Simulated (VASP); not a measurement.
# NbP (I4_1md) in VASP: notebook

NbP is run at these levels: PBE; tasks: single point.

Everything below comes from runs of VASP 6.6.1. Logs are shortened: lines on timing, memory, paths and dates and some standing lists are left out, and cuts for length are marked.

## Step 1: The cell of the first run

Symmetry: I4_1md, No. 109, tetragonal system. The conventional cell has a = 3.347 Å, b = 3.347 Å, c = 11.427 Å, α = 90.00°, β = 90.00°, γ = 90.00°. Nb (site symmetry 2mm) has 6 P at 2.54 to 2.55 Å and 8 Nb at 3.31 to 3.35 Å within 3.4 Å. Within 3.4 Å of P (site symmetry 2mm) lie 6 Nb at 2.54 to 2.55 Å and 8 P at 3.31 to 3.35 Å.

## Step 2: Single point, PBE

File INCAR:

```
PREC = Accurate
ENCUT = 520
EDIFF = 1E-6
ISMEAR = 0
SIGMA = 0.1
LREAL = F
LASPH = T
NELM = 100
ALGO = Normal
ISIF = 2
LWAVE = F
LCHARG = F
GGA = PE
NBANDS = 26
```

File KPOINTS:

```
Automatic mesh
0
Gamma
  20 20 20
```

File POSCAR:

```
NbP
1.0
   -1.6735680790      1.6735680790      5.7135155957
    1.6735680790     -1.6735680790      5.7135155957
    1.6735680790      1.6735680790     -5.7135155957
Nb P
2 2
Direct
    0.7500390528      0.7500390528      0.0000000000
    0.5000390528      1.0000390528      0.5000000000
    0.3325895022      0.3325895022      0.0000000000
    0.0825895022      0.5825895022      0.5000000000
```

Potentials or basis: VASP PAW PBE potentials, release 64 (Nb_sv, P).

Command:

```bash
$ cat potpaw_PBE.64/Nb_sv/POTCAR potpaw_PBE.64/P/POTCAR > POTCAR
$ mpirun -np 1 vasp_std > vasp.out
```

OUTCAR:

```text
PREC = Accurate
   ENCUT = 520
   EDIFF = 1E-6
   ISMEAR = 0
   LREAL = F
   LASPH = T
   NELM = 100
   ISIF = 2
   GGA = PE

 ion  position               nearest neighbor table
   1  0.750  0.750  0.000-   4 2.54   4 2.54   3 2.55   3 2.55   3 2.55   3 2.55
   2  0.500  0.000  0.500-   3 2.54   3 2.54   4 2.55   4 2.55   4 2.55   4 2.55
   3  0.333  0.333  0.000-   2 2.54   2 2.54   1 2.55   1 2.55   1 2.55   1 2.55
   4  0.083  0.583  0.500-   1 2.54   1 2.54   2 2.55   2 2.55   2 2.55   2 2.55

  LATTYP: Found a body centered tetragonal cell.
 ALAT       =     3.3471361580
 C/A-ratio  =     3.4139726178

  Lattice vectors:

 A1 = (  -1.6735680790,   1.6735680790,   5.7135155957)
 A2 = (   1.6735680790,  -1.6735680790,   5.7135155957)
 A3 = (   1.6735680790,   1.6735680790,  -5.7135155957)

Analysis of symmetry for initial positions (statically):
=====================================================================
 Subroutine PRICEL returns:
 Original cell was already a primitive cell.

 Routine SETGRP: Setting up the symmetry group for a
 body centered tetragonal supercell.

 Subroutine GETGRP returns: Found  8 space group operations
 (whereof  4 operations were pure point group operations)
 out of a pool of 16 trial point group operations.

The static configuration has the point symmetry C_2v.
 The point group associated with its full space group is C_4v.

Analysis of symmetry for dynamics (positions and initial velocities):
=====================================================================
 Subroutine PRICEL returns:
 Original cell was already a primitive cell.

 Routine SETGRP: Setting up the symmetry group for a
 body centered tetragonal supercell.

 Subroutine GETGRP returns: Found  8 space group operations
 (whereof  4 operations were pure point group operations)
 out of a pool of 16 trial point group operations.

The dynamic configuration has the point symmetry C_2v.
 The point group associated with its full space group is C_4v.

 Subroutine INISYM returns: Found  8 space group operations
 (whereof  4 operations are pure point group operations),
 and found     1 'primitive' translations

----------------------------------------------------------------------------------------

                                     Primitive cell

  volume of cell :      64.0103

  direct lattice vectors                    reciprocal lattice vectors
    -1.673568079  1.673568079  5.713515596     0.000000000  0.298762869  0.087511794
     1.673568079 -1.673568079  5.713515596     0.298762869  0.000000000  0.087511794
     1.673568079  1.673568079 -5.713515596     0.298762869  0.298762869  0.000000000

  length of vectors
     6.184328637  6.184328637  6.184328637     0.311315862  0.311315862  0.422514501

  position of ions in fractional coordinates (direct lattice)
     0.750039053  0.750039053  0.000000000
     0.500039053  0.000039053  0.500000000
     0.332589502  0.332589502  0.000000000
     0.082589502  0.582589502  0.500000000

  ion indices of the primitive-cell ions
   primitive index   ion index
                 1           1
                 2           2
                 3           3
                 4           4

----------------------------------------------------------------------------------------

 KPOINTS: Automatic mesh

Automatic generation of k-mesh.
 Grid dimensions read from file:
 generate k-points for:   20   20   20

 Generating k-lattice:

  Cartesian coordinates                     Fractional coordinates (reciprocal lattice)
     0.000000000  0.014938143  0.004375590     0.050000000 -0.000000000  0.000000000
     0.014938143  0.000000000  0.004375590    -0.000000000  0.050000000  0.000000000
     0.014938143  0.014938143  0.000000000     0.000000000  0.000000000  0.050000000

  Length of vectors
     0.015565793  0.015565793  0.021125725

  Shift w.r.t. Gamma in fractional coordinates (k-lattice)
     0.000000000  0.000000000  0.000000000

 Subroutine IBZKPT returns following result:
 ===========================================

 Found    641 irreducible k-points:

 Following reciprocal coordinates:
            Coordinates               Weight
  0.000000  0.000000  0.000000      1.000000
  0.050000 -0.000000  0.000000      8.000000
  0.100000  0.000000 -0.000000      8.000000
  0.150000  0.000000  0.000000      8.000000
  0.200000  0.000000 -0.000000      8.000000
  0.250000  0.000000  0.000000      8.000000
[... 16 lines left out ...]
 -0.400000  0.050000 -0.000000     16.000000
 -0.350000  0.050000 -0.000000     16.000000
 [... further k-points ...]
   k-points           NKPTS =    641   k-points in BZ     NKDIM =    641   number of bands    NBANDS=     26
   number of dos      NEDOS =    301   number of ions     NIONS =      4
   total plane-waves  NPLWV = 110592
   dimension x,y,z NGX =    48 NGY =   48 NGZ =   48
   dimension x,y,z NGXF=    96 NGYF=   96 NGZF=   96
   ions per type =               2   2
   NGX,Y,Z   is equivalent  to a cutoff of  12.90, 12.90, 12.90 a.u.
   NGXF,Y,Z  is equivalent  to a cutoff of  25.81, 25.81, 25.81 a.u.
 SYSTEM =  unknown system
   PREC   = accura    normal or accurate (medium, high low for compatibility)
   ISTART =      0    job   : 0-new  1-cont  2-samecut
   ICHARG =      2    charge: 1-file 2-atom 10-const
   ISPIN  =      1    spin polarized calculation?
   LNONCOLLINEAR =      F non collinear calculations
   LSORBIT =      F    spin-orbit coupling
   LASPH  =      T    aspherical Exc in radial PAW
   ENCUT  =  520.0 eV  38.22 Ry    6.18 a.u.  11.50 11.50 11.50*2*pi/ulx,y,z
   NELM   =    100;   NELMIN=  2; NELMDL= -5     # of ELM steps
   EDIFF  = 0.1E-05   stopping-criterion for ELM
   LREAL  =      F    real-space projection
   EDIFFG = 0.1E-04   stopping-criterion for IOM
   NSW    =      0    number of steps for IOM
   IBRION =     -1    ionic relax: 0-MD 1-quasi-New 2-CG
   NFREE  =      0    steps in history (QN), initial steepest desc. (CG)
   ISIF   =      2    stress and relaxation
   ISYM   =      2    0-nonsym 1-usesym 2-fastsym
   POTIM  = 0.5000    time-step for ionic-motion
   TEBEG  =    0.0;   TEEND  =   0.0 temperature during run
   PSTRESS=    0.0 pullay stress
   NELECT =      36.0000    total number of electrons
   NUPDOWN=      -1.0000    fix difference up-down
   EMIN   =  10.00;   EMAX   =-10.00  energy-range for DOS
   EFERMI =   0.00;   METHOD = LEGACY
   ISMEAR =     0;   SIGMA  =   0.10  broadening in eV -4-tet -1-fermi 0-gaus
   EFERMI_NEDOS =   21; number of points for ismear=-14 and -15
   IALGO  =     38    algorithm
   IMIX   =      4    mixing-type and parameters
     AMIX     =   0.40;   BMIX     =  1.00
     AMIX_MAG =   1.60;   BMIX_MAG =  1.00
  volume/ion in A,a.u.               =      16.00       107.99
  Fermi-wavevector in a.u.,A,eV,Ry     =   1.351322  2.553629 24.845217  1.826072
  Thomas-Fermi vector in A             =   2.478754
   LORBIT       =      0    0 simple, 1 ext, 2 COOP (PROOUT), +10 PAW based schemes
   GGA     = PE    functional components
   LHFCALC =     F    Hartree Fock is set to
   AEXX    =    0.0000 exact exchange contribution
   IVDW    =     0    specifies the selected vdW correction
   LEPSILON=     F    determine dielectric tensor
   LRPA    =     F    only Hartree local field effects (RPA)
 non-spin polarized calculation
 Gauss-broadening in eV      SIGMA  =   0.10
  energy-cutoff  :      520.00
  volume of cell :       64.01
 maximum number of plane-waves:      1742
 NGX is ok and might be reduce to    48
   NGX = 23   NGY = 23   NGZ = 23

 number of electron      36.0000000 magnetization

 Free energy of the ion-electron system (eV)
  ---------------------------------------------------
  ext. energy  EPLUGINS =         0.00000000
  ---------------------------------------------------
  free energy    TOTEN  =       -35.32174473 eV

  energy without entropy =      -35.31990009  energy(sigma->0) =      -35.32082241

 E-fermi :  10.6460     XC(G=0): -12.0195

 val. band max:       10.6426255714   @ k =  -0.3000   0.5000   0.3000
 cond. band min:      10.6581190427   @ k =  -0.0500  -0.4500   0.0500
 fundamental gap:      0.0154934713
 Fermi energy:        10.6459659557

 k-point     1 :       0.0000    0.0000    0.0000
  band No.  band energies     occupation
      1     -44.2882      2.00000
      2     -44.2496      2.00000
      3     -20.5559      2.00000
      4     -20.3529      2.00000
      5     -20.3529      2.00000
      6     -20.2087      2.00000
[... 18 lines left out ...]
     25      14.7268      0.00000
     26      14.7268      0.00000

 k-point     2 :       0.0500   -0.0000    0.0000
  band No.  band energies     occupation
      1     -44.2876      2.00000
      2     -44.2494      2.00000
      3     -20.5535      2.00000
      4     -20.3597      2.00000
      5     -20.3523      2.00000
      6     -20.2157      2.00000
[... 18 lines left out ...]
     25      14.7049      0.00000
     26      14.8544      0.00000

 k-point     3 :       0.1000    0.0000   -0.0000
  band No.  band energies     occupation
      1     -44.2858      2.00000
      2     -44.2487      2.00000
      3     -20.5468      2.00000
      4     -20.3794      2.00000
      5     -20.3507      2.00000
      6     -20.2351      2.00000
[... 18 lines left out ...]
     25      14.7904      0.00000
     26      15.1906      0.00000

 k-point     4 :       0.1500    0.0000    0.0000
  band No.  band energies     occupation
      1     -44.2830      2.00000
      2     -44.2476      2.00000
      3     -20.5371      2.00000
      4     -20.4088      2.00000
      5     -20.3483      2.00000
      6     -20.2638      2.00000
[... 18 lines left out ...]
     25      15.0182      0.00000
     26      15.6425      0.00000
[... 496 lines left out ...]
      1     -44.2614      2.00000
      2     -44.2417      2.00000
      3     -20.6394      2.00000
      4     -20.4815      2.00000
      5     -20.3853      2.00000
      6     -20.3371      2.00000
[... 18 lines left out ...]
     25      15.3024      0.00000
     26      16.9081      0.00000

 k-point    23 :      -0.4000    0.0500   -0.0000
  band No.  band energies     occupation
      1     -44.2637      2.00000
      2     -44.2418      2.00000
      3     -20.6206      2.00000
      4     -20.4717      2.00000
      5     -20.3914      2.00000
      6     -20.3387      2.00000
[... 18 lines left out ...]
     25      15.1812      0.00000
     26      17.0212      0.00000

 k-point    24 :      -0.3500    0.0500   -0.0000
  band No.  band energies     occupation
      1     -44.2671      2.00000
      2     -44.2423      2.00000
      3     -20.5922      2.00000
      4     -20.4648      2.00000
      5     -20.3884      2.00000
      6     -20.3412      2.00000
[... 18 lines left out ...]
     25      15.2898      0.00000
     26      16.9920      0.00000

 [... further k-points ...]

------------------------ aborting loop because EDIFF is reached ----------------------------------------

  FORCE on cell =-STRESS in cart. coord.  units (eV):
  Direction    XX          YY          ZZ          XY          YZ          ZX
  --------------------------------------------------------------------------------------
  -------------------------------------------------------------------------------------
  Total       -0.1659182     -0.1659182     -0.1549107      0.0000000      0.0000000      0.0000000
  in kB       -4.1529278     -4.1529278     -3.8774116      0.0000000      0.0000000      0.0000000
  external PRESSURE =      -4.0610890 kB  Pullay stress =       0.0000000 kB

 VOLUME and BASIS-vectors are now :
 -----------------------------------------------------------------------------
  energy-cutoff  :      520.00
  volume of cell :       64.01
      direct lattice vectors                 reciprocal lattice vectors
    -1.673568079  1.673568079  5.713515596     0.000000000  0.298762869  0.087511794
     1.673568079 -1.673568079  5.713515596     0.298762869  0.000000000  0.087511794
     1.673568079  1.673568079 -5.713515596     0.298762869  0.298762869  0.000000000

 POSITION                                       TOTAL-FORCE (eV/Angst)
 -----------------------------------------------------------------------------------
      0.00000      0.00000      8.57072        -0.000000     -0.000000     -0.002132
      0.00000      1.67357      0.00045        -0.000000     -0.000000     -0.002132
      0.00000      0.00000      3.80051         0.000000     -0.000000      0.002132
      1.67357      0.00000      0.94375        -0.000000      0.000000      0.002132
 -----------------------------------------------------------------------------------
    total drift:                                0.000000      0.000000      0.000267

  FREE ENERGIE OF THE ION-ELECTRON SYSTEM (eV)
  ---------------------------------------------------
  free  energy   TOTEN  =       -35.3217447287 eV

  energy  without entropy=      -35.3199000884  energy(sigma->0) =      -35.32082241
```

Run time: 32 min. Hardware: 1 thread of AMD EPYC 7R13 (Zen 3), shared host; peak memory 0.97 GiB.

Results:

```
Free energy            : -35.3217 eV
Pressure               : -0.4 GPa
Band gap on the k mesh : zero (band 18 reaches 10.75 eV, above the bottom of band 19 at 10.60 eV)
```

Forces in eV/Å, atoms in the order of the input:
```
Nb   0.000  0.000 -0.002
Nb   0.000  0.000 -0.002
P    0.000  0.000  0.002
P    0.000  0.000  0.002
```

Levels at points of the mesh, in eV from the Fermi level:
```
           k point  band 14  band 15  band 16  band 17  band 18  band 19  band 20  band 21  band 22  band 23
(0.00, 0.00, 0.00)    -2.25    -2.14    -1.70    -1.36    -1.36     0.82     1.60     2.68     3.14     3.14
(0.50, 0.00, 0.00)    -3.24    -2.33    -1.86    -1.51    -0.11     0.07     1.31     2.47     2.64     3.27
(0.50, 0.50, 0.00)    -4.64    -2.84    -2.84    -0.44    -0.44     2.97     2.97     3.08     3.08     4.06
(0.50, 0.50, 0.50)    -2.72    -2.68    -2.68    -0.54    -0.54     1.18     1.18     2.32     2.32     3.61
```

## Step 3: Single point, PBE

This run uses another cell than the first one, of 16.10 Å³/atom, 1.006 times its volume.

File INCAR:

```
ALGO = Normal
EDIFF = 1E-6
ENCUT = 520
GGA = PE
ISIF = 2
ISMEAR = 0
LASPH = True
LCHARG = True
LELF = True
LREAL = False
LVHAR = True
LWAVE = False
NBANDS = 26
NELM = 100
PREC = Accurate
SIGMA = 0.1
```

File KPOINTS:

```
k-points
0
Gamma
  8 8 8
```

File POSCAR:

```
NbP
1.0
   -1.6749233000      1.6749233000      5.7401080100
    1.6749233000     -1.6749233000      5.7401080100
    1.6749233000      1.6749233000     -5.7401080100
Nb P
2 2
Direct
    0.7498807900      0.7498807900      0.0000000000
    0.4998807900      0.9998807900      0.5000000000
    0.3327477600      0.3327477600      0.0000000000
    0.0827477800      0.5827477600      0.5000000000
```

Potentials or basis: VASP PAW PBE potentials, release 64 (Nb_sv, P).

Command:

```bash
$ cat potpaw_PBE.64/Nb_sv/POTCAR potpaw_PBE.64/P/POTCAR > POTCAR
$ mpirun -np 1 vasp_std > vasp.out
```

It took 3.1 min on 1 thread of AMD EPYC 7R13 (Zen 3), shared host; peak memory 0.33 GiB.

It converged, with:

```
Free energy            : -35.3056 eV
Pressure               : -1.4 GPa
Largest force          : 0.017 eV/Å
Band gap on the k mesh : zero (band 18 reaches 10.56 eV, above the bottom of band 19 at 10.52 eV)
```

Forces in eV/Å, atoms in the order of the input:
```
Nb   0.000  0.000  0.017
Nb   0.000  0.000  0.017
P    0.000  0.000 -0.017
P    0.000  0.000 -0.017
```

Levels at points of the mesh, in eV from the Fermi level:
| k point | band 14 | band 15 | band 16 | band 17 | band 18 | band 19 | band 20 | band 21 | band 22 | band 23 |
| --- | --- | --- | --- | --- | --- | --- | --- | --- | --- | --- |
| (0.00, 0.00, 0.00) | -2.23 | -2.12 | -1.70 | -1.35 | -1.35 | 0.83 | 1.60 | 2.65 | 3.13 | 3.13 |
| (0.50, 0.00, 0.00) | -3.20 | -2.30 | -1.87 | -1.50 | -0.12 | 0.08 | 1.31 | 2.44 | 2.63 | 3.26 |
| (0.50, 0.50, 0.00) | -4.62 | -2.84 | -2.84 | -0.43 | -0.43 | 2.96 | 2.96 | 3.05 | 3.05 | 4.01 |
| (0.50, 0.50, 0.50) | -2.69 | -2.65 | -2.65 | -0.52 | -0.52 | 1.19 | 1.19 | 2.30 | 2.30 | 3.56 |
